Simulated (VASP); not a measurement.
# MgTl (Pm-3m) in VASP: a series of runs

MgTl is run at these levels: LDA; tasks: electric field gradients.

Program: VASP 6.6.1. These are calculated values, not measurements. Logs are shortened: lines on timing, memory, paths and dates and some standing lists are left out, and cuts for length are marked.

### Step 1. The cell of the first run

The structure is cubic, space group Pm-3m (No. 221). Conventional cell: a = 3.659 Å, b = 3.659 Å, c = 3.659 Å, α = 90.00°, β = 90.00°, γ = 90.00°. Mg (site symmetry m-3m) has 8 Tl at 3.17 Å and 6 Mg at 3.66 Å within 4.2 Å. Tl (site symmetry m-3m) has 8 Mg at 3.17 Å and 6 Tl at 3.66 Å within 4.2 Å.

### Step 2. Electric field gradients, LDA (volume scaled by 1.02)

The input, INCAR:

```
PREC     = Accurate       # precision mode
ENCUT    = 520            # plane-wave cutoff, eV
EDIFF    = 1E-8           # SCF threshold, eV
ISMEAR   = -1             # smearing method
SIGMA    = 0.05           # smearing width, eV
LREAL    = F              # projectors in reciprocal space
LASPH    = T              # aspherical terms in the spheres
NELM     = 60             # most SCF steps
ALGO     = Normal         # electronic algorithm
ISIF     = 2              # what is computed and relaxed
LWAVE    = F              # write WAVECAR
LCHARG   = F              # write CHGCAR
LEFG     = T            
NBANDS   = 14             # bands
```

The input, KPOINTS:

```
Automatic mesh
0
Gamma
  9 9 9
```

The input, POSCAR:

```
MgTl
1.0
    3.6590735492      0.0000000000      0.0000000000
    0.0000000000      3.6590735492      0.0000000000
    0.0000000000      0.0000000000      3.6590735492
Mg Tl
1 1
Direct
    0.0000000000      0.0000000000      0.0000000000
    0.5000000000      0.5000000000      0.5000000000
```

Potentials or basis: VASP PAW LDA potentials, release 64 (Mg, Tl_d).

Run with:

```
$ cat potpaw_LDA.64/Mg/POTCAR potpaw_LDA.64/Tl_d/POTCAR > POTCAR
$ mpirun -np 1 vasp_std > vasp.out
```

OUTCAR:

```text
PREC = Accurate
   ENCUT = 520
   EDIFF = 1E-8
   ISMEAR = -1
   LREAL = F
   LASPH = T
   NELM = 60
   ISIF = 2

 ion  position               nearest neighbor table
   1  0.000  0.000  0.000-   2 3.17   2 3.17   2 3.17   2 3.17   2 3.17   2 3.17   2 3.17   2 3.17

   2  0.500  0.500  0.500-   1 3.17   1 3.17   1 3.17   1 3.17   1 3.17   1 3.17   1 3.17   1 3.17

  LATTYP: Found a simple cubic cell.
 ALAT       =     3.6590735492

  Lattice vectors:

 A1 = (   3.6590735492,   0.0000000000,   0.0000000000)
 A2 = (   0.0000000000,   3.6590735492,   0.0000000000)
 A3 = (   0.0000000000,   0.0000000000,   3.6590735492)

Analysis of symmetry for initial positions (statically):
=====================================================================
 Subroutine PRICEL returns:
 Original cell was already a primitive cell.

 Routine SETGRP: Setting up the symmetry group for a
 simple cubic supercell.

 Subroutine GETGRP returns: Found 48 space group operations
 (whereof 48 operations were pure point group operations)
 out of a pool of 48 trial point group operations.

The static configuration has the point symmetry O_h .

Analysis of symmetry for dynamics (positions and initial velocities):
=====================================================================
 Subroutine PRICEL returns:
 Original cell was already a primitive cell.

 Routine SETGRP: Setting up the symmetry group for a
 simple cubic supercell.

 Subroutine GETGRP returns: Found 48 space group operations
 (whereof 48 operations were pure point group operations)
 out of a pool of 48 trial point group operations.

The dynamic configuration has the point symmetry O_h .

 Subroutine INISYM returns: Found 48 space group operations
 (whereof 48 operations are pure point group operations),
 and found     1 'primitive' translations

----------------------------------------------------------------------------------------

                                     Primitive cell

  volume of cell :      48.9907

  direct lattice vectors                    reciprocal lattice vectors
     3.659073549  0.000000000  0.000000000     0.273293222  0.000000000  0.000000000
     0.000000000  3.659073549  0.000000000     0.000000000  0.273293222  0.000000000
     0.000000000  0.000000000  3.659073549     0.000000000  0.000000000  0.273293222

  length of vectors
     3.659073549  3.659073549  3.659073549     0.273293222  0.273293222  0.273293222

  position of ions in fractional coordinates (direct lattice)
     0.000000000  0.000000000  0.000000000
     0.500000000  0.500000000  0.500000000

  ion indices of the primitive-cell ions
   primitive index   ion index
                 1           1
                 2           2

----------------------------------------------------------------------------------------

 KPOINTS: Automatic mesh

Automatic generation of k-mesh.
 Grid dimensions read from file:
 generate k-points for:    9    9    9

 Generating k-lattice:

  Cartesian coordinates                     Fractional coordinates (reciprocal lattice)
     0.030365914  0.000000000  0.000000000     0.111111111  0.000000000  0.000000000
     0.000000000  0.030365914  0.000000000     0.000000000  0.111111111  0.000000000
     0.000000000  0.000000000  0.030365914     0.000000000  0.000000000  0.111111111

  Length of vectors
     0.030365914  0.030365914  0.030365914

  Shift w.r.t. Gamma in fractional coordinates (k-lattice)
     0.000000000  0.000000000  0.000000000

 Subroutine IBZKPT returns following result:
 ===========================================

 Found     35 irreducible k-points:

 Following reciprocal coordinates:
            Coordinates               Weight
  0.000000  0.000000  0.000000      1.000000
  0.111111  0.000000  0.000000      6.000000
  0.222222  0.000000  0.000000      6.000000
  0.333333  0.000000  0.000000      6.000000
  0.444444  0.000000  0.000000      6.000000
  0.111111  0.111111  0.000000     12.000000
[... 16 lines left out ...]
  0.333333  0.333333  0.111111     24.000000
  0.444444  0.333333  0.111111     48.000000
 [... further k-points ...]
   k-points           NKPTS =     35   k-points in BZ     NKDIM =     35   number of bands    NBANDS=     14
   number of dos      NEDOS =    301   number of ions     NIONS =      2
   total plane-waves  NPLWV =  21952
   dimension x,y,z NGX =    28 NGY =   28 NGZ =   28
   dimension x,y,z NGXF=    56 NGYF=   56 NGZF=   56
   ions per type =               1   1
   NGX,Y,Z   is equivalent  to a cutoff of  12.72, 12.72, 12.72 a.u.
   NGXF,Y,Z  is equivalent  to a cutoff of  25.44, 25.44, 25.44 a.u.
 SYSTEM =  unknown system
   PREC   = accura    normal or accurate (medium, high low for compatibility)
   ISTART =      0    job   : 0-new  1-cont  2-samecut
   ICHARG =      2    charge: 1-file 2-atom 10-const
   ISPIN  =      1    spin polarized calculation?
   LNONCOLLINEAR =      F non collinear calculations
   LSORBIT =      F    spin-orbit coupling
   LASPH  =      T    aspherical Exc in radial PAW
   ENCUT  =  520.0 eV  38.22 Ry    6.18 a.u.   6.80  6.80  6.80*2*pi/ulx,y,z
   NELM   =     60;   NELMIN=  2; NELMDL= -5     # of ELM steps
   EDIFF  = 0.1E-07   stopping-criterion for ELM
   LREAL  =      F    real-space projection
   EDIFFG = 0.1E-06   stopping-criterion for IOM
   NSW    =      0    number of steps for IOM
   IBRION =     -1    ionic relax: 0-MD 1-quasi-New 2-CG
   NFREE  =      0    steps in history (QN), initial steepest desc. (CG)
   ISIF   =      2    stress and relaxation
   ISYM   =      2    0-nonsym 1-usesym 2-fastsym
   POTIM  = 0.5000    time-step for ionic-motion
   TEBEG  =    0.0;   TEEND  =   0.0 temperature during run
   PSTRESS=    0.0 pullay stress
   NELECT =      15.0000    total number of electrons
   NUPDOWN=      -1.0000    fix difference up-down
   EMIN   =  10.00;   EMAX   =-10.00  energy-range for DOS
   EFERMI =   0.00;   METHOD = LEGACY
   ISMEAR =    -1;   SIGMA  =   0.05  broadening in eV -4-tet -1-fermi 0-gaus
   EFERMI_NEDOS =   21; number of points for ismear=-14 and -15
   IALGO  =     38    algorithm
   IMIX   =      4    mixing-type and parameters
     AMIX     =   0.40;   BMIX     =  1.00
     AMIX_MAG =   1.60;   BMIX_MAG =  1.00
  volume/ion in A,a.u.               =      24.50       165.30
  Fermi-wavevector in a.u.,A,eV,Ry     =   1.103403  2.085129 16.565065  1.217498
  Thomas-Fermi vector in A             =   2.239860
   LORBIT       =      0    0 simple, 1 ext, 2 COOP (PROOUT), +10 PAW based schemes
   GGA     = CA    functional components
   LHFCALC =     F    Hartree Fock is set to
   AEXX    =    0.0000 exact exchange contribution
   IVDW    =     0    specifies the selected vdW correction
   LEPSILON=     F    determine dielectric tensor
   LRPA    =     F    only Hartree local field effects (RPA)
 non-spin polarized calculation
  energy-cutoff  :      520.00
  volume of cell :       48.99
 maximum number of plane-waves:      1357
 NGX is ok and might be reduce to    28
   NGX = 13   NGY = 13   NGZ = 13

 number of electron      14.9999995 magnetization

 Free energy of the ion-electron system (eV)
  ---------------------------------------------------
  ext. energy  EPLUGINS =         0.00000000
  ---------------------------------------------------
  free energy    TOTEN  =        -5.03450167 eV

  energy without entropy =       -5.02575109  energy(sigma->0) =       -5.03012638

 E-fermi :   5.2264     XC(G=0):  -9.8940

 val. band max:        5.1500910974   @ k =   0.4444   0.3333   0.3333
 cond. band min:       5.2686390227   @ k =   0.3333   0.2222   0.1111
 fundamental gap:      0.1185479252
 Fermi energy:         5.2263566081

 k-point     1 :       0.0000    0.0000    0.0000
  band No.  band energies     occupation
      1      -6.5427      2.00000
      2      -6.5427      2.00000
      3      -6.2102      2.00000
      4      -6.2102      2.00000
      5      -6.2102      2.00000
      6      -4.2876      2.00000
      7       7.5614      0.00000
      8       7.5614      0.00000
      9       7.5614      0.00000
     10       8.3558      0.00000
     11      10.5101      0.00000
     12      10.5101      0.00000
     13      18.3931      0.00000
     14      18.3931      0.00000
[... 375 lines left out ...]
 k-point    24 :       0.4444    0.3333    0.1111
  band No.  band energies     occupation
      1      -6.4873      2.00000
      2      -6.3706      2.00000
      3      -6.3392      2.00000
      4      -6.3074      2.00000
      5      -6.1057      2.00000
      6      -1.0675      2.00000
      7       2.1305      2.00000
      8       4.1803      2.00000
      9       6.6600      0.00000
     10       9.4380      0.00000
     11      11.1968      0.00000
     12      13.3275      0.00000
     13      13.9100      0.00000
     14      15.8215      0.00000

 [... further k-points ...]
[... 5 lines left out ...]
  --------------------------------------------------------------------------------------
  -------------------------------------------------------------------------------------
  Total       -1.0188939     -1.0188939     -1.0188939     -0.0000000      0.0000000     -0.0000000
  in kB      -33.3216223    -33.3216223    -33.3216223     -0.0000000      0.0000000     -0.0000000
  external PRESSURE =     -33.3216223 kB  Pullay stress =       0.0000000 kB

 VOLUME and BASIS-vectors are now :
 -----------------------------------------------------------------------------
  energy-cutoff  :      520.00
  volume of cell :       48.99
      direct lattice vectors                 reciprocal lattice vectors
     3.659073549  0.000000000  0.000000000     0.273293222  0.000000000  0.000000000
     0.000000000  3.659073549  0.000000000     0.000000000  0.273293222  0.000000000
     0.000000000  0.000000000  3.659073549     0.000000000  0.000000000  0.273293222

 POSITION                                       TOTAL-FORCE (eV/Angst)
 -----------------------------------------------------------------------------------
      0.00000      0.00000      0.00000         0.000000      0.000000      0.000000
      1.82954      1.82954      1.82954         0.000000      0.000000      0.000000
 -----------------------------------------------------------------------------------
    total drift:                                0.000000      0.000000      0.000000

  FREE ENERGIE OF THE ION-ELECTRON SYSTEM (eV)
  ---------------------------------------------------
  free  energy   TOTEN  =        -5.0345016682 eV

  energy  without entropy=       -5.0257510908  energy(sigma->0) =       -5.03012638

 Electric field gradients (V/A^2)
---------------------------------------------------------------------
 ion       V_xx      V_yy      V_zz      V_xy      V_xz      V_yz
---------------------------------------------------------------------
   1      -0.000    -0.000     0.000    -0.000     0.000    -0.000
   2       0.000     0.000    -0.000     0.000     0.000     0.000
---------------------------------------------------------------------

 Electric field gradients after diagonalization (V/A^2)
 (convention: |V_zz| > |V_xx| > |V_yy|)
----------------------------------------------------------------------
 ion       V_xx      V_yy      V_zz     asymmetry (V_yy - V_xx)/ V_zz
----------------------------------------------------------------------
   1       0.000    -0.000    -0.000       1.664
   2       0.000     0.000    -0.000       0.158
----------------------------------------------------------------------

           NMR quadrupolar parameters

 Cq : quadrupolar parameter    Cq=e*Q*V_zz/h
 eta: asymmetry parameters     (V_yy - V_xx)/ V_zz
 Q  : nuclear electric quadrupole moment in mb (millibarn)
----------------------------------------------------------------------
 ion       Cq(MHz)       eta       Q (mb)
----------------------------------------------------------------------
   1      -0.000       1.664       1.000
   2      -0.000       0.158       1.000
----------------------------------------------------------------------
```

It took 27 s on 1 thread of Intel Xeon Platinum 8259CL at 2.50GHz (Skylake/Cascade Lake), shared host; peak memory 0.15 GiB.

What came out:

```
Free energy : -5.0345 eV
Pressure    : -3.3 GPa
```

Caveat: without QUAD_EFG the Cq values of the log hold for a quadrupole moment of 1 mb, not for the nuclei; spin-orbit coupling is left out, which moves the levels of the heavy elements.

(Part 1 of 2 ends here.)
